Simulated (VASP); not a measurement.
# MgO in VASP: further runs

The runs below take MgO through single point, with r2SCAN.

Program: VASP 6.6.1. These are calculated values, not measurements. Logs are shortened: lines on timing, memory, paths and dates and some standing lists are left out, and cuts for length are marked.

### 1 The cell of the first run

Symmetry: C2/m, No. 12, monoclinic system. Conventional cell: a = 5.008 Å, b = 2.973 Å, c = 2.973 Å, α = 90.00°, β = 122.91°, γ = 90.00°. Mg (site symmetry 2/m) has 6 O at 2.10 to 2.11 Å and 12 Mg at 2.91 to 3.04 Å within 3.1 Å. O (site symmetry 2/m) has 6 Mg at 2.10 to 2.11 Å and 12 O at 2.91 to 3.04 Å within 3.1 Å.

### 2 Single point, r2SCAN (shear of c along a, cell held: +6.0 %)

Input file POSCAR:

```
MgO
1.0
    2.1022009521      2.1022009521      0.0000000000
   -2.1022009521      2.1022009521      0.0000000000
    0.1783776658      0.1783776658      4.2044019043
Mg O
2 2
Direct
    0.0000000000      0.0000000000      0.0000000000
    0.5000000000      0.5000000000      0.5000000000
    0.5000000000      0.5000000000      0.0000000000
    0.0000000000      0.0000000000      0.5000000000
```

Input file INCAR.step1:

```
SYSTEM = MgO
PREC     = Accurate       ! precision mode
ENCUT    = 520            ! plane-wave cutoff, eV
ISMEAR   = 0              ! smearing method
SIGMA    = 0.02           ! smearing width, eV
LREAL    = .FALSE.        ! projectors in reciprocal space
LASPH    = .TRUE.         ! aspherical terms in the spheres
NELM     = 80             ! most SCF steps
NBANDS   = 16             ! bands
GGA      = PE             ! functional
ALGO     = Normal         ! electronic algorithm
EDIFF    = 1E-4           ! SCF threshold, eV
LWAVE    = .TRUE.         ! write WAVECAR
LCHARG   = .FALSE.        ! write CHGCAR
```

Input file INCAR.step2:

```
SYSTEM = MgO
PREC     = Accurate       ! precision mode
ENCUT    = 520            ! plane-wave cutoff, eV
EDIFF    = 1E-6           ! SCF threshold, eV
ISMEAR   = 0              ! smearing method
SIGMA    = 0.02           ! smearing width, eV
LREAL    = .FALSE.        ! projectors in reciprocal space
LASPH    = .TRUE.         ! aspherical terms in the spheres
NELM     = 80             ! most SCF steps
ALGO     = Normal         ! electronic algorithm
ISIF     = 2              ! what is computed and relaxed
LWAVE    = .FALSE.        ! write WAVECAR
LCHARG   = .TRUE.         ! write CHGCAR
METAGGA  = R2SCAN         ! meta-GGA
LMIXTAU  = .TRUE.       
LELF     = .TRUE.         ! ELF
LVHAR    = .TRUE.       
NBANDS   = 16             ! bands
ISTART   = 1
```

Input file KPOINTS:

```
regular mesh
0
G
  8 8 6
  0 0 0
```

Potentials or basis: VASP PAW PBE potentials, release 64 (Mg, O).

Command:

```
> cat potpaw_PBE.64/Mg/POTCAR potpaw_PBE.64/O/POTCAR > POTCAR
> cp INCAR.step1 INCAR
> mpirun -np 1 vasp_std > vasp.out
> cp INCAR.step2 INCAR
> mpirun -np 1 vasp_std > vasp.out
```

OUTCAR:

```text
SYSTEM = MgO
   PREC = Accurate
   ENCUT = 520
   EDIFF = 1E-6
   ISMEAR = 0
   LREAL = .FALSE.
   LASPH = .TRUE.
   NELM = 80
   ISIF = 2
   METAGGA = R2SCAN
   ISTART = 1

 ion  position               nearest neighbor table
   1  0.000  0.000  0.000-   3 2.10   3 2.10   3 2.10   3 2.10   4 2.11   4 2.11   2 2.91   2 2.91
                             2 2.91   2 2.91   2 3.04   2 3.04   2 3.04   2 3.04
   2  0.500  0.500  0.500-   4 2.10   4 2.10   4 2.10   4 2.10   3 2.11   3 2.11   1 2.91   1 2.91
                             1 2.91   1 2.91   1 3.04   1 3.04   1 3.04   1 3.04
   3  0.500  0.500  0.000-   1 2.10   1 2.10   1 2.10   1 2.10   2 2.11   2 2.11
   4  0.000  0.000  0.500-   2 2.10   2 2.10   2 2.10   2 2.10   1 2.11   1 2.11

  LATTYP: Found a simple monoclinic cell.
 ALAT       =     2.9729610973
 B/A-ratio  =     1.0000000000
 C/A-ratio  =     1.4167568599
 COS(beta)  =    -0.0598922907

  Lattice vectors:

 A1 = (   2.1022009521,   2.1022009521,   0.0000000000)
 A2 = (   2.1022009521,  -2.1022009521,   0.0000000000)
 A3 = (  -0.1783776658,  -0.1783776658,  -4.2044019043)

Analysis of symmetry for initial positions (statically):
=====================================================================
 Subroutine PRICEL returns following result:

  LATTYP: Found a base centered monoclinic cell.
 ALAT       =     5.0079124839
 B/A-ratio  =     0.5936527659
 C/A-ratio  =     0.5936527659
 COS(beta)  =    -0.5432796583

  Lattice vectors:

 A1 = (  -2.0130121192,   0.0891888329,   2.1022009522)
 A2 = (   0.0891888329,  -2.0130121192,   2.1022009522)
 A3 = (   2.1022009521,   2.1022009521,  -0.0000000000)

   2 primitive cells build up your supercell.

 Routine SETGRP: Setting up the symmetry group for a
 simple monoclinic supercell.

 Subroutine GETGRP returns: Found  4 space group operations
 (whereof  4 operations were pure point group operations)
 out of a pool of  4 trial point group operations.

The static configuration has the point symmetry C_2h.

Analysis of symmetry for dynamics (positions and initial velocities):
=====================================================================
 Subroutine PRICEL returns following result:

  LATTYP: Found a base centered monoclinic cell.
 ALAT       =     5.0079124839
 B/A-ratio  =     0.5936527659
 C/A-ratio  =     0.5936527659
 COS(beta)  =    -0.5432796583

  Lattice vectors:

 A1 = (  -2.0130121192,   0.0891888329,   2.1022009522)
 A2 = (   0.0891888329,  -2.0130121192,   2.1022009522)
 A3 = (   2.1022009521,   2.1022009521,  -0.0000000000)

   2 primitive cells build up your supercell.

 Routine SETGRP: Setting up the symmetry group for a
 simple monoclinic supercell.

 Subroutine GETGRP returns: Found  4 space group operations
 (whereof  4 operations were pure point group operations)
 out of a pool of  4 trial point group operations.

The dynamic configuration has the point symmetry C_2h.

 Subroutine INISYM returns: Found  4 space group operations
 (whereof  4 operations are pure point group operations),
 and found     2 'primitive' translations

----------------------------------------------------------------------------------------

                                     Primitive cell

  volume of cell :      18.5803

  direct lattice vectors                    reciprocal lattice vectors
    -2.013012119  0.089188833  2.102200952    -0.237845958  0.237845958  0.237845958
     0.089188833 -2.013012119  2.102200952     0.237845958 -0.237845958  0.237845958
     2.102200952  2.102200952 -0.000000000     0.237845958  0.237845958  0.217664060

  length of vectors
     2.911944588  2.911944588  2.972961097     0.411961284  0.411961284  0.400648278

  position of ions in fractional coordinates (direct lattice)
     0.000000000  0.000000000  0.000000000
     0.500000000  0.500000000  0.500000000

  ion indices of the primitive-cell ions
   primitive index   ion index
                 1           1
                 2           4

----------------------------------------------------------------------------------------

 KPOINTS: regular mesh

Automatic generation of k-mesh.
 Grid dimensions read from file:
 generate k-points for:    8    8    6

 Generating k-lattice:

  Cartesian coordinates                     Fractional coordinates (reciprocal lattice)
     0.029730745  0.029730745 -0.002522737     0.125000000  0.000000000  0.000000000
    -0.029730745  0.029730745  0.000000000     0.000000000  0.125000000  0.000000000
     0.000000000  0.000000000  0.039640993     0.000000000  0.000000000  0.166666667

  Length of vectors
     0.042121237  0.042045622  0.039640993

  Shift w.r.t. Gamma in fractional coordinates (k-lattice)
     0.000000000  0.000000000  0.000000000

 Subroutine IBZKPT returns following result:
 ===========================================

 Found    130 irreducible k-points:

 Following reciprocal coordinates:
            Coordinates               Weight
  0.000000  0.000000  0.000000      1.000000
  0.125000  0.000000  0.000000      2.000000
  0.250000  0.000000  0.000000      2.000000
  0.375000  0.000000  0.000000      2.000000
  0.500000  0.000000  0.000000      1.000000
  0.000000  0.125000  0.000000      2.000000
[... 16 lines left out ...]
  0.250000  0.500000  0.000000      2.000000
  0.375000  0.500000  0.000000      2.000000
 [... further k-points ...]
   k-points           NKPTS =    130   k-points in BZ     NKDIM =    130   number of bands    NBANDS=     16
   number of dos      NEDOS =    301   number of ions     NIONS =      4
   total plane-waves  NPLWV =  18432
   dimension x,y,z NGX =    24 NGY =   24 NGZ =   32
   dimension x,y,z NGXF=    48 NGYF=   48 NGZF=   64
   ions per type =               2   2
   NGX,Y,Z   is equivalent  to a cutoff of  13.42, 13.42, 12.63 a.u.
   NGXF,Y,Z  is equivalent  to a cutoff of  26.84, 26.84, 25.26 a.u.
 SYSTEM =  MgO
   PREC   = accura    normal or accurate (medium, high low for compatibility)
   ISTART =      1    job   : 0-new  1-cont  2-samecut
   ICHARG =      0    charge: 1-file 2-atom 10-const
   ISPIN  =      1    spin polarized calculation?
   LNONCOLLINEAR =      F non collinear calculations
   LSORBIT =      F    spin-orbit coupling
   LASPH  =      T    aspherical Exc in radial PAW
   ENCUT  =  520.0 eV  38.22 Ry    6.18 a.u.   5.53  5.53  7.83*2*pi/ulx,y,z
   NELM   =     80;   NELMIN=  2; NELMDL=  0     # of ELM steps
   EDIFF  = 0.1E-05   stopping-criterion for ELM
   LREAL  =      F    real-space projection
   EDIFFG = 0.1E-04   stopping-criterion for IOM
   NSW    =      0    number of steps for IOM
   IBRION =     -1    ionic relax: 0-MD 1-quasi-New 2-CG
   NFREE  =      0    steps in history (QN), initial steepest desc. (CG)
   ISIF   =      2    stress and relaxation
   ISYM   =      2    0-nonsym 1-usesym 2-fastsym
   POTIM  = 0.5000    time-step for ionic-motion
   TEBEG  =    0.0;   TEEND  =   0.0 temperature during run
   PSTRESS=    0.0 pullay stress
   NELECT =      16.0000    total number of electrons
   NUPDOWN=      -1.0000    fix difference up-down
   EMIN   =  10.00;   EMAX   =-10.00  energy-range for DOS
   EFERMI =   0.00;   METHOD = LEGACY
   ISMEAR =     0;   SIGMA  =   0.02  broadening in eV -4-tet -1-fermi 0-gaus
   EFERMI_NEDOS =   21; number of points for ismear=-14 and -15
   IALGO  =     38    algorithm
   IMIX   =      4    mixing-type and parameters
     AMIX     =   0.40;   BMIX     =  1.00
     AMIX_MAG =   1.60;   BMIX_MAG =  1.00
  volume/ion in A,a.u.               =       9.29        62.69
  Fermi-wavevector in a.u.,A,eV,Ry     =   1.236196  2.336071 20.792152  1.528180
  Thomas-Fermi vector in A             =   2.370814
   LORBIT       =      0    0 simple, 1 ext, 2 COOP (PROOUT), +10 PAW based schemes
   METAGGA = R2SCAN    functional components
   LHFCALC =     F    Hartree Fock is set to
   AEXX    =    0.0000 exact exchange contribution
   IVDW    =     0    specifies the selected vdW correction
   LEPSILON=     F    determine dielectric tensor
   LRPA    =     F    only Hartree local field effects (RPA)
 non-spin polarized calculation
 Gauss-broadening in eV      SIGMA  =   0.02
  energy-cutoff  :      520.00
  volume of cell :       37.16
 maximum number of plane-waves:      1016
 NGX is ok and might be reduce to    24
   NGX = 11   NGY = 11   NGZ = 15

 number of electron      15.9999992 magnetization

 Free energy of the ion-electron system (eV)
  ---------------------------------------------------
  ext. energy  EPLUGINS =         0.00000000
  ---------------------------------------------------
  free energy    TOTEN  =       -32.25675130 eV

  energy without entropy =      -32.25675130  energy(sigma->0) =      -32.25675130

 E-fermi :   3.2227     XC(G=0): -11.6242

 val. band max:        3.0572694509   @ k =   0.0000   0.0000   0.0000
 cond. band min:       8.4384418632   @ k =   0.0000   0.0000   0.0000
 fundamental gap:      5.3811724123
 Fermi energy:         3.2227107159

 k-point     1 :       0.0000    0.0000    0.0000
  band No.  band energies     occupation
      1     -15.4017      2.00000
      2     -13.8789      2.00000
      3      -1.2957      2.00000
      4       1.4446      2.00000
      5       1.4613      2.00000
      6       2.5986      2.00000
[... 8 lines left out ...]
     15      20.6477      0.00000
     16      23.2282      0.00000

 k-point     2 :       0.1250    0.0000    0.0000
  band No.  band energies     occupation
      1     -15.2922      2.00000
      2     -13.8665      2.00000
      3      -1.1412      2.00000
      4       1.0138      2.00000
      5       1.4983      2.00000
      6       2.1015      2.00000
[... 8 lines left out ...]
     15      20.2064      0.00000
     16      22.9117      0.00000

 k-point     3 :       0.2500    0.0000    0.0000
  band No.  band energies     occupation
      1     -14.9923      2.00000
      2     -13.8637      2.00000
      3      -0.6967      2.00000
      4       0.1097      2.00000
      5       0.9240      2.00000
      6       1.6520      2.00000
[... 8 lines left out ...]
     15      20.7261      0.00000
     16      22.2525      0.00000
[... 362 lines left out ...]
 k-point    23 :       0.2500    0.5000    0.0000
  band No.  band energies     occupation
      1     -14.0488      2.00000
      2     -14.0488      2.00000
      3      -0.8461      2.00000
      4      -0.8461      2.00000
      5       1.0671      2.00000
      6       1.0671      2.00000
[... 8 lines left out ...]
     15      21.6210      0.00000
     16      21.6210      0.00000

 k-point    24 :       0.3750    0.5000    0.0000
  band No.  band energies     occupation
      1     -13.9324      2.00000
      2     -13.9324      2.00000
      3      -1.1402      2.00000
      4      -1.1402      2.00000
      5       1.1573      2.00000
      6       1.1573      2.00000
[... 8 lines left out ...]
     15      22.4846      0.00000
     16      22.4846      0.00000

 [... further k-points ...]

------------------------ aborting loop because EDIFF is reached ----------------------------------------

  FORCE on cell =-STRESS in cart. coord.  units (eV):
  Direction    XX          YY          ZZ          XY          YZ          ZX
  --------------------------------------------------------------------------------------
  -------------------------------------------------------------------------------------
  Total       -0.3275658     -0.3275658     -0.1224486     -0.1762122     -1.5418593     -1.5418594
  in kB      -14.1229822    -14.1229822     -5.2793645     -7.5973794    -66.4771889    -66.4771943
  external PRESSURE =     -11.1751096 kB  Pullay stress =       0.0000000 kB

 VOLUME and BASIS-vectors are now :
 -----------------------------------------------------------------------------
  energy-cutoff  :      520.00
  volume of cell :       37.16
      direct lattice vectors                 reciprocal lattice vectors
     2.102200952  2.102200952  0.000000000     0.237845958  0.237845958 -0.020181899
    -2.102200952  2.102200952  0.000000000    -0.237845958  0.237845958  0.000000000
     0.178377666  0.178377666  4.204401904     0.000000000  0.000000000  0.237845958

 POSITION                                       TOTAL-FORCE (eV/Angst)
 -----------------------------------------------------------------------------------
      0.00000      0.00000      0.00000        -0.000000      0.000000      0.000000
      0.08919      2.19139      2.10220         0.000000     -0.000000      0.000000
      0.00000      2.10220      0.00000        -0.000000      0.000000     -0.000000
      0.08919      0.08919      2.10220         0.000000     -0.000000      0.000000
 -----------------------------------------------------------------------------------
    total drift:                                0.000000     -0.000000     -0.000000

  FREE ENERGIE OF THE ION-ELECTRON SYSTEM (eV)
  ---------------------------------------------------
  free  energy   TOTEN  =       -32.2567512959 eV

  energy  without entropy=      -32.2567512959  energy(sigma->0) =      -32.25675130
```

It took 95 s on 1 thread of Intel Xeon 6975P-C (Granite Rapids), shared host; peak memory 0.2 GiB.

What came out:

| Property | Result |
| --- | --- |
| Free energy | -32.2568 eV |
| Pressure | -1.1 GPa |
| Band gap on the k mesh | 5.38 eV |

Caveat: the cell differs from its parent crystal (shear of c along a, cell held: +6.0 %); the PAW data sets were made with another functional, which shifts forces and pressure a little.

(Continued in part 2 of 2.)
